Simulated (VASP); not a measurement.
# InSe in VASP: a series of runs

InSe is run at these levels: PBE; tasks: electric field gradients.

Program: VASP 6.6.1. These are calculated values, not measurements. Logs are shortened: lines on timing, memory, paths and dates and some standing lists are left out, and cuts for length are marked.

## Step 1: The cell of the first run

The typed cell holds 4 atoms: a = 6.179 Å, b = 6.257 Å, c = 4.580 Å, α = 107.81°, β = 108.52°, γ = 38.60°.

## Step 2: Electric field gradients, PBE (equal xy, yz and zx shear strains of +2 %)

INCAR reads:

```
PREC = Accurate
ENCUT = 520
EDIFF = 1E-8
ISMEAR = -1
SIGMA = 0.02
LREAL = F
LASPH = T
NELM = 100
ALGO = Normal
ISIF = 2
LWAVE = F
LCHARG = F
GGA = PE
LEFG = T
NBANDS = 27
```

KPOINTS reads:

```
Automatic mesh
0
Gamma
  7 7 6
```

POSCAR reads:

```
InSe
1.0
    5.8473526766     -1.9963209732      0.0381290268
    5.8884526766      2.1136790268      0.0792290268
   -1.5561791321      0.0272424071      4.3076622494
In Se
2 2
Direct
    0.8840000000      0.8840000000      0.0050000000
    0.1160000000      0.1160000000      0.9950000000
    0.6600000000      0.6600000000      0.6420000000
    0.3400000000      0.3400000000      0.3580000000
```

Potentials or basis: VASP PAW PBE potentials, release 64 (In_d, Se).

Started as:

```bash
$ cat potpaw_PBE.64/In_d/POTCAR potpaw_PBE.64/Se/POTCAR > POTCAR
$ mpirun -np 1 vasp_std > vasp.out
```

OUTCAR:

```text
PREC = Accurate
   ENCUT = 520
   EDIFF = 1E-8
   ISMEAR = -1
   LREAL = F
   LASPH = T
   NELM = 100
   ISIF = 2
   GGA = PE

 ion  position               nearest neighbor table
   1  0.884  0.884  0.005-   3 2.61   2 2.74   4 2.76   4 2.77   2 3.71   2 3.78
   2  0.116  0.116  0.995-   4 2.61   1 2.74   3 2.76   3 2.77   1 3.71   1 3.78
   3  0.660  0.660  0.642-   1 2.61   2 2.76   2 2.77
   4  0.340  0.340  0.358-   2 2.61   1 2.76   1 2.77

  LATTYP: Found a triclinic cell.
 ALAT       =     8.4261340364
 B/A-ratio  =     0.4878169469
 C/A-ratio  =     0.5435727928
 COS(alpha) =     0.0119539666
 COS(beta)  =     0.2387633234
 COS(gamma) =     0.7177293160

  Lattice vectors:

 A1 = (   5.8062526766,  -6.1063209732,  -0.0029709732)
 A2 = (  -0.0411000000,  -4.1100000000,  -0.0411000000)
 A3 = (   1.5561791321,  -0.0272424071,  -4.3076622494)

Analysis of symmetry for initial positions (statically):
=====================================================================
 Subroutine PRICEL returns:
 Original cell was already a primitive cell.

 Routine SETGRP: Setting up the symmetry group for a
 triclinic supercell.

 Subroutine GETGRP returns: Found  2 space group operations
 (whereof  2 operations were pure point group operations)
 out of a pool of  2 trial point group operations.

The static configuration has the point symmetry S_2 .

Analysis of symmetry for dynamics (positions and initial velocities):
=====================================================================
 Subroutine PRICEL returns:
 Original cell was already a primitive cell.

 Routine SETGRP: Setting up the symmetry group for a
 triclinic supercell.

 Subroutine GETGRP returns: Found  2 space group operations
 (whereof  2 operations were pure point group operations)
 out of a pool of  2 trial point group operations.

The dynamic configuration has the point symmetry S_2 .

 Subroutine INISYM returns: Found  2 space group operations
 (whereof  2 operations are pure point group operations),
 and found     1 'primitive' translations

----------------------------------------------------------------------------------------

                                     Primitive cell

  volume of cell :     104.2429

  direct lattice vectors                    reciprocal lattice vectors
     5.847352677 -1.996320973  0.038129027     0.087323525 -0.244513165  0.033092700
     5.888452677  2.113679027  0.079229027     0.082504571  0.242201219  0.028273746
    -1.556179132  0.027242407  4.307662249    -0.002290411 -0.002290411  0.231331532

  length of vectors
     6.178857870  6.256819575  4.580217210     0.261738825  0.257425406  0.231354208

  position of ions in fractional coordinates (direct lattice)
     0.884000000  0.884000000  0.005000000
     0.116000000  0.116000000  0.995000000
     0.660000000  0.660000000  0.642000000
     0.340000000  0.340000000  0.358000000

  ion indices of the primitive-cell ions
   primitive index   ion index
                 1           1
                 2           2
                 3           3
                 4           4

----------------------------------------------------------------------------------------

 KPOINTS: Automatic mesh

Automatic generation of k-mesh.
 Grid dimensions read from file:
 generate k-points for:    7    7    6

 Generating k-lattice:

  Cartesian coordinates                     Fractional coordinates (reciprocal lattice)
     0.012474789 -0.034930452  0.004727529     0.142857143 -0.000000000  0.000000000
     0.011786367  0.034600174  0.004039107    -0.000000000  0.142857143 -0.000000000
[... 41 lines left out ...]
   number of dos      NEDOS =    301   number of ions     NIONS =      4
   total plane-waves  NPLWV =  82944
   dimension x,y,z NGX =    48 NGY =   48 NGZ =   36
   dimension x,y,z NGXF=    96 NGYF=   96 NGZF=   72
   ions per type =               2   2
   NGX,Y,Z   is equivalent  to a cutoff of  12.91, 12.75, 13.07 a.u.
   NGXF,Y,Z  is equivalent  to a cutoff of  25.83, 25.51, 26.13 a.u.
 SYSTEM =  unknown system
   PREC   = accura    normal or accurate (medium, high low for compatibility)
   ISTART =      0    job   : 0-new  1-cont  2-samecut
   ICHARG =      2    charge: 1-file 2-atom 10-const
   ISPIN  =      1    spin polarized calculation?
   LNONCOLLINEAR =      F non collinear calculations
   LSORBIT =      F    spin-orbit coupling
   LASPH  =      T    aspherical Exc in radial PAW
   ENCUT  =  520.0 eV  38.22 Ry    6.18 a.u.  11.49 11.63  8.52*2*pi/ulx,y,z
   NELM   =    100;   NELMIN=  2; NELMDL= -5     # of ELM steps
   EDIFF  = 0.1E-07   stopping-criterion for ELM
   LREAL  =      F    real-space projection
   EDIFFG = 0.1E-06   stopping-criterion for IOM
   NSW    =      0    number of steps for IOM
   IBRION =     -1    ionic relax: 0-MD 1-quasi-New 2-CG
   NFREE  =      0    steps in history (QN), initial steepest desc. (CG)
   ISIF   =      2    stress and relaxation
   ISYM   =      2    0-nonsym 1-usesym 2-fastsym
   POTIM  = 0.5000    time-step for ionic-motion
   TEBEG  =    0.0;   TEEND  =   0.0 temperature during run
   PSTRESS=    0.0 pullay stress
   NELECT =      38.0000    total number of electrons
   NUPDOWN=      -1.0000    fix difference up-down
   EMIN   =  10.00;   EMAX   =-10.00  energy-range for DOS
   EFERMI =   0.00;   METHOD = LEGACY
   ISMEAR =    -1;   SIGMA  =   0.02  broadening in eV -4-tet -1-fermi 0-gaus
   EFERMI_NEDOS =   21; number of points for ismear=-14 and -15
   IALGO  =     38    algorithm
   IMIX   =      4    mixing-type and parameters
     AMIX     =   0.40;   BMIX     =  1.00
     AMIX_MAG =   1.60;   BMIX_MAG =  1.00
  volume/ion in A,a.u.               =      26.06       175.87
  Fermi-wavevector in a.u.,A,eV,Ry     =   1.169465  2.209968 18.607984  1.367648
  Thomas-Fermi vector in A             =   2.305937
   LORBIT       =      0    0 simple, 1 ext, 2 COOP (PROOUT), +10 PAW based schemes
   GGA     = PE    functional components
   LHFCALC =     F    Hartree Fock is set to
   AEXX    =    0.0000 exact exchange contribution
   IVDW    =     0    specifies the selected vdW correction
   LEPSILON=     F    determine dielectric tensor
   LRPA    =     F    only Hartree local field effects (RPA)
 non-spin polarized calculation
  energy-cutoff  :      520.00
  volume of cell :      104.24
 maximum number of plane-waves:      2836
 NGX is ok and might be reduce to    48
   NGX = 23   NGY = 23   NGZ = 17

 number of electron      38.0000001 magnetization

 Free energy of the ion-electron system (eV)
  ---------------------------------------------------
  ext. energy  EPLUGINS =         0.00000000
  ---------------------------------------------------
  free energy    TOTEN  =       -13.90818372 eV

  energy without entropy =      -13.90818372  energy(sigma->0) =      -13.90818372

 E-fermi :   5.3576     XC(G=0):  -9.5833

 val. band max:        4.9584586619   @ k =  -0.2857  -0.2857   0.3333
 cond. band min:       5.8110824437   @ k =   0.4286   0.4286   0.0000
 fundamental gap:      0.8526237818
 Fermi energy:         5.3575529732

 k-point     1 :       0.0000    0.0000    0.0000
  band No.  band energies     occupation
      1      -9.7511      2.00000
      2      -9.7249      2.00000
      3      -9.4331      2.00000
      4      -9.4132      2.00000
      5      -9.3770      2.00000
      6      -9.3745      2.00000
[... 709 lines left out ...]
     26      11.3765      0.00000
     27      11.5003      0.00000

 [... further k-points ...]

------------------------ aborting loop because EDIFF is reached ----------------------------------------

  FORCE on cell =-STRESS in cart. coord.  units (eV):
  Direction    XX          YY          ZZ          XY          YZ          ZX
  --------------------------------------------------------------------------------------
  -------------------------------------------------------------------------------------
  Total        3.2019587      1.0684128      1.1935630     -0.1877270     -0.2559430      0.8588909
  in kB       49.2130016     16.4211370     18.3446519     -2.8852997     -3.9337563     13.2008563
  external PRESSURE =      27.9929302 kB  Pullay stress =       0.0000000 kB

 VOLUME and BASIS-vectors are now :
 -----------------------------------------------------------------------------
  energy-cutoff  :      520.00
  volume of cell :      104.24
      direct lattice vectors                 reciprocal lattice vectors
     5.847352677 -1.996320973  0.038129027     0.087323525 -0.244513165  0.033092700
     5.888452677  2.113679027  0.079229027     0.082504571  0.242201219  0.028273746
    -1.556179132  0.027242407  4.307662249    -0.002290411 -0.002290411  0.231331532

 POSITION                                       TOTAL-FORCE (eV/Angst)
 -----------------------------------------------------------------------------------
     10.36667      0.10388      0.12528        -0.198705      0.024450      0.425873
     -0.18704      0.04072      4.29974         0.198705     -0.024450     -0.425873
      6.74656      0.09495      2.84298        -0.615596      0.084167     -0.075259
      3.43306      0.04965      1.58204         0.615596     -0.084167      0.075259
 -----------------------------------------------------------------------------------
    total drift:                               -0.000000     -0.000000      0.000000

  FREE ENERGIE OF THE ION-ELECTRON SYSTEM (eV)
  ---------------------------------------------------
  free  energy   TOTEN  =       -13.9081837191 eV

  energy  without entropy=      -13.9081837191  energy(sigma->0) =      -13.90818372

 Electric field gradients (V/A^2)
---------------------------------------------------------------------
 ion       V_xx      V_yy      V_zz      V_xy      V_xz      V_yz
---------------------------------------------------------------------
   1    -171.467    88.989    82.478    -5.912   -36.597    -0.436
   2    -171.467    88.989    82.478    -5.912   -36.597    -0.436
   3      64.815   -20.668   -44.147     7.859    20.032     7.729
   4      64.815   -20.668   -44.147     7.859    20.032     7.729
---------------------------------------------------------------------

 Electric field gradients after diagonalization (V/A^2)
 (convention: |V_zz| > |V_xx| > |V_yy|)
----------------------------------------------------------------------
 ion       V_xx      V_yy      V_zz     asymmetry (V_yy - V_xx)/ V_zz
----------------------------------------------------------------------
   1      89.219    87.548  -176.767       0.009
   2      89.219    87.548  -176.767       0.009
   3     -49.113   -20.190    69.303       0.417
   4     -49.113   -20.190    69.303       0.417
----------------------------------------------------------------------

           NMR quadrupolar parameters

 Cq : quadrupolar parameter    Cq=e*Q*V_zz/h
 eta: asymmetry parameters     (V_yy - V_xx)/ V_zz
 Q  : nuclear electric quadrupole moment in mb (millibarn)
----------------------------------------------------------------------
 ion       Cq(MHz)       eta       Q (mb)
----------------------------------------------------------------------
   1      -0.427       0.009       1.000
   2      -0.427       0.009       1.000
   3       0.168       0.417       1.000
   4       0.168       0.417       1.000
----------------------------------------------------------------------
```

It took 6.7 min on 1 thread of Intel Xeon Platinum 8375C at 2.90GHz (Ice Lake), shared host; peak memory 0.53 GiB.

Results:

* Free energy: -13.9082 eV
* Pressure: 2.8 GPa
* Largest force: 0.626 eV/Å
* Band gap on the k mesh: 0.85 eV (least direct gap 1.27 eV)
* Largest electric field gradient by atom: In -176.8; Se +69.3 V/Å²

Forces on the atoms (eV/Å):
```
In  -0.199  0.024  0.426
In   0.199 -0.024 -0.426
Se  -0.616  0.084 -0.075
Se   0.616 -0.084  0.075
```

Stress tensor (GPa, compression positive):
```
 4.92 -0.29  1.32
-0.29  1.64 -0.39
 1.32 -0.39  1.83
```

Electric field gradients, principal values (V/Å²):
```csv
atom,least,middle,greatest (by size)
1 In,87.548,89.219,-176.767
2 In,87.548,89.219,-176.767
3 Se,-20.190,-49.113,69.303
4 Se,-20.190,-49.113,69.303
```

Caveat: the cell differs from its parent crystal (equal xy, yz and zx shear strains of +2 %); without QUAD_EFG the Cq values of the log hold for a quadrupole moment of 1 mb, not for the nuclei; spin-orbit coupling is left out, which moves the levels of the heavy elements; an odd mesh through Γ misses points on the zone boundary, where band edges can lie.

[end of part 1 of 2]
